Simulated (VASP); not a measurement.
# Zn (Im-3m) in VASP: notebook, part 2 of 2

VASP 6.6.1. The steps go on from the part before.

### Step 4. Single point, PBE0

This run uses another cell than the first one, of 14.52 Å³/atom, 0.940 times its volume.

File POSCAR:

```
Zn
1.0
   -1.5370068493      1.5370068493      1.5370068493
    1.5370068493     -1.5370068493      1.5370068493
    1.5370068493      1.5370068493     -1.5370068493
Zn
1
Direct
    0.0000000000      0.0000000000      0.0000000000
```

File INCAR.step1:

```
SYSTEM = Zn
  PREC = Accurate
  ENCUT = 520
  EDIFF = 1E-5
  ISMEAR = -1
  SIGMA = 0.05
  LREAL = .FALSE.
  LASPH = .TRUE.
  NELM = 60
  ALGO = Normal
  ISIF = 2
  LWAVE = .TRUE.
  LCHARG = .FALSE.
  GGA = PE
  NBANDS = 12
```

File INCAR.step2:

```
SYSTEM = Zn
  PREC = Accurate
  ENCUT = 520
  EDIFF = 1E-6
  ISMEAR = -1
  SIGMA = 0.05
  LREAL = .FALSE.
  LASPH = .TRUE.
  NELM = 60
  ALGO = Normal
  ISIF = 2
  LWAVE = .FALSE.
  LCHARG = .FALSE.
  GGA = PE
  LHFCALC = .TRUE.
  AEXX = 0.25
  PRECFOCK = Normal
  ISTART = 1
  NBANDS = 12
```

File KPOINTS:

```
Automatic mesh
0
G
  6 6 6
  0 0 0
```

The run is started by

```sh
> cat potpaw_PBE.64/Zn/POTCAR > POTCAR
> cp INCAR.step1 INCAR
> mpirun -np 1 vasp_std > vasp.out
> cp INCAR.step2 INCAR
> mpirun -np 1 vasp_std > vasp.out
```

It took 6.5 min on 1 thread of Intel Xeon 6975P-C, shared host; peak memory 0.13 GiB.

Results (log left out):

| Property | Result |
| --- | --- |
| Free energy | -1.1922 eV |
| Pressure | 5.1 GPa |
| Band gap on the k mesh | zero (band 6 reaches 8.79 eV, above the bottom of band 7 at 2.25 eV) |

Levels at points of the mesh, in eV from the Fermi level:
```csv
k point,band 3,band 4,band 5,band 6,band 7,band 8,band 9,band 10
"(0.00, 0.00, 0.00)",-11.28,-11.28,-10.73,-10.73,21.28,21.28,21.28,21.89
"(0.50, 0.00, 0.00)",-10.75,-10.69,-10.31,-4.39,-1.96,12.63,13.75,16.41
"(0.50, 0.50, 0.50)",-10.39,-10.39,-10.39,4.59,4.59,4.59,8.97,8.97
```

Caveat: the k points lie up to 0.48 Å⁻¹ apart; the PAW data sets were made with another functional, which shifts forces and pressure a little.

### Step 5. Single point, PBE0

This run uses another cell than the first one, of 14.83 Å³/atom, 0.960 times its volume.

File POSCAR:

```
Zn
1.0
   -1.5478311978      1.5478311978      1.5478311978
    1.5478311978     -1.5478311978      1.5478311978
    1.5478311978      1.5478311978     -1.5478311978
Zn
1
Direct
    0.0000000000      0.0000000000      0.0000000000
```

File INCAR.step1:

```
SYSTEM = Zn
PREC = Accurate
ENCUT = 520
EDIFF = 1E-5
ISMEAR = -1
SIGMA = 0.05
LREAL = .False.
LASPH = .True.
NELM = 100
ALGO = Normal
ISIF = 2
LWAVE = .True.
LCHARG = .False.
GGA = PE
NBANDS = 12
```

File INCAR.step2:

```
SYSTEM = Zn
PREC = Accurate
ENCUT = 520
EDIFF = 1E-7
ISMEAR = -1
SIGMA = 0.05
LREAL = .False.
LASPH = .True.
NELM = 100
ALGO = Normal
ISIF = 2
LWAVE = .False.
LCHARG = .False.
GGA = PE
LHFCALC = .True.
AEXX = 0.25
PRECFOCK = Normal
ISTART = 1
NBANDS = 12
```

File KPOINTS:

```
regular mesh
0
Gamma
  6 6 6
  0 0 0
```

Potentials or basis: VASP PAW PBE potentials, release 64 (Zn).

The run is started by

```sh
> cat potpaw_PBE.64/Zn/POTCAR > POTCAR
> cp INCAR.step1 INCAR
> mpirun -np 1 vasp_std > vasp.out
> cp INCAR.step2 INCAR
> mpirun -np 1 vasp_std > vasp.out
```

OUTCAR:

```text
SYSTEM = Zn
   PREC = Accurate
   ENCUT = 520
   EDIFF = 1E-7
   ISMEAR = -1
   LREAL = .False.
   LASPH = .True.
   NELM = 100
   ISIF = 2
   GGA = PE
   LHFCALC = .True.
   AEXX = 0.25
   PRECFOCK = Normal
   ISTART = 1

 ion  position               nearest neighbor table
   1  0.000  0.000  0.000-

  LATTYP: Found a body centered cubic cell.
 ALAT       =     3.0956623956

  Lattice vectors:

[... 416 lines left out ...]
      9      12.9258      0.00000
     10      12.9262      0.00000
     11      12.9262      0.00000
     12      38.7475      0.00000

------------------------ aborting loop because EDIFF is reached ----------------------------------------

  FORCE on cell =-STRESS in cart. coord.  units (eV):
  Direction    XX          YY          ZZ          XY          YZ          ZX
  --------------------------------------------------------------------------------------
  -------------------------------------------------------------------------------------
  Total        0.3002144      0.3002144      0.3002144      0.0000000      0.0000000      0.0000000
  in kB       32.4273445     32.4273445     32.4273445      0.0000000      0.0000000      0.0000000
  external PRESSURE =      32.4273445 kB  Pullay stress =       0.0000000 kB

 VOLUME and BASIS-vectors are now :
 -----------------------------------------------------------------------------
  energy-cutoff  :      520.00
  volume of cell :       14.83
      direct lattice vectors                 reciprocal lattice vectors
    -1.547831198  1.547831198  1.547831198     0.000000000  0.323032641  0.323032641
     1.547831198 -1.547831198  1.547831198     0.323032641  0.000000000  0.323032641
     1.547831198  1.547831198 -1.547831198     0.323032641  0.323032641  0.000000000

 POSITION                                       TOTAL-FORCE (eV/Angst)
 -----------------------------------------------------------------------------------
      0.00000      0.00000      0.00000        -0.000000     -0.000000     -0.000000
 -----------------------------------------------------------------------------------
    total drift:                                0.000000      0.000000      0.000000

  FREE ENERGIE OF THE ION-ELECTRON SYSTEM (eV)
  ---------------------------------------------------
  free  energy   TOTEN  =        -1.2003727989 eV

  energy  without entropy=       -1.1972260459  energy(sigma->0) =       -1.19879942
```

OSZICAR.step1:

```text
N       E                     dE             d eps       ncg     rms          rms(c)
DAV:   1     0.396306268002E+02    0.39631E+02   -0.63823E+03   424   0.155E+03
DAV:   2    -0.848676516553E-01   -0.39715E+02   -0.34627E+02   404   0.201E+02
DAV:   3    -0.112531111531E+01   -0.10404E+01   -0.10397E+01   460   0.347E+01
DAV:   4    -0.112707459928E+01   -0.17635E-02   -0.17634E-02   444   0.136E+00
DAV:   5    -0.112707579185E+01   -0.11926E-05   -0.11927E-05   356   0.345E-02    0.303E+00
DAV:   6    -0.103409896396E+01    0.92977E-01   -0.47400E-01   432   0.140E+01    0.227E+00
DAV:   7    -0.102882428997E+01    0.52747E-02   -0.83840E-03   424   0.176E+00    0.115E+00
DAV:   8    -0.102645641782E+01    0.23679E-02   -0.11129E-03   480   0.487E-01    0.372E-02
DAV:   9    -0.102646253564E+01   -0.61178E-05   -0.73059E-05   492   0.123E-01
   1 F= -.10264625E+01 E0= -.10248974E+01  d E =-.313022E-02
```

Run time: 8.2 min. Hardware: 1 thread of Intel Xeon 6975P-C, shared host; peak memory 0.13 GiB.

What came out:

* Free energy: -1.2004 eV
* Pressure: 3.2 GPa
* Band gap on the k mesh: zero (band 6 reaches 8.59 eV, above the bottom of band 7 at 2.05 eV)

Caveat: the k points lie up to 0.48 Å⁻¹ apart; the PAW data sets were made with another functional, which shifts forces and pressure a little.

### Step 6. Summary

| level | cell | k mesh | smearing | grid for exact exchange (PRECFOCK) | gap on the mesh (eV) | pressure (GPa) |
| --- | --- | --- | --- | --- | --- | --- |
| PBE | a = 2.718 Å, angles 109.5°, 1 atom | 10 × 10 × 10 | gaussian 0.1 eV | - | none | 0.0 |
| PBE0 | a = 2.662 Å, angles 109.5°, 1 atom | 6 × 6 × 6 | fermi-dirac 0.05 eV | Normal | none | 5.1 |
| PBE0 | a = 2.681 Å, angles 109.5°, 1 atom | 6 × 6 × 6 | fermi-dirac 0.05 eV | Normal | none | 3.2 |

Alike in all rows: task single point; potentials or basis VASP PAW PBE potentials, release 64 (Zn); no spin polarisation; cutoff (eV) 520.

Caveats: some runs use coarse meshes; the PAW data sets were made with another functional, which shifts forces and pressure a little (some runs).

Absolute energies hang on the potentials; compare differences alone.
